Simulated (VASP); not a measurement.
Set up this calculation in VASP 6.6.1, as the native input.

```yaml
Task: single point
Functional: PBEsol
Potentials_or_basis: VASP PAW PBE potentials, release 64 (Ir)
Cutoff: 520 eV
k_mesh: 18 × 18 × 12
Occupations: gaussian, width 0.15 eV
Spin: no spin polarisation
Dipole_correction: no
Further_INCAR_settings: ALGO = Fast; EDIFF = 1e-06; NBANDS = 16
```

The structure of Ir lies in POSCAR:

```
Ir
1.0
    2.9714881261      0.0000000000      0.0000000000
   -1.4857440631      2.5733842043      0.0000000000
    0.0000000000      0.0000000000      4.8192732000
Ir
2
Direct
    0.6666666667      0.3333333333      0.7500000000
    0.3333333333      0.6666666667      0.2500000000
```

This isn't the form of Ir at room conditions, which is fcc.

This cell differs from its parent crystal: strain +0.080 along x and y, +0.080 along z.

One way to write it, as run:

INCAR

```
SYSTEM = Ir
PREC = Accurate
ENCUT = 520
EDIFF = 1E-6
ISMEAR = 0
SIGMA = 0.15
LREAL = .False.
LASPH = .True.
NELM = 80
ALGO = Fast
ISIF = 2
LWAVE = .False.
LCHARG = .False.
GGA = PS
NBANDS = 16
```

KPOINTS

```
regular mesh
0
Gamma
  18 18 12
  0 0 0
```

Potentials or basis: VASP PAW PBE potentials, release 64 (Ir).

Launch:

```sh
$ cat potpaw_PBE.64/Ir/POTCAR > POTCAR
$ mpirun -np 1 vasp_std > vasp.out
```

It gave:

```json
{
  "Pressure": "-50.9 GPa",
  "Band gap on the k mesh": "zero (bands 9 and 10 overlap by 2.13 eV)"
}
```

Caveat: the cell differs from its parent crystal (strain +0.080 along x and y, +0.080 along z); the cell stands under tension; the PAW data sets were made with another functional, which shifts forces and pressure a little; spin-orbit coupling is left out, which moves the levels of the heavy elements.

Run time: 2.2 min on 1 thread of AMD EPYC 7R13 Processor (Zen 3) (shared host), peak memory 0.22 GiB.
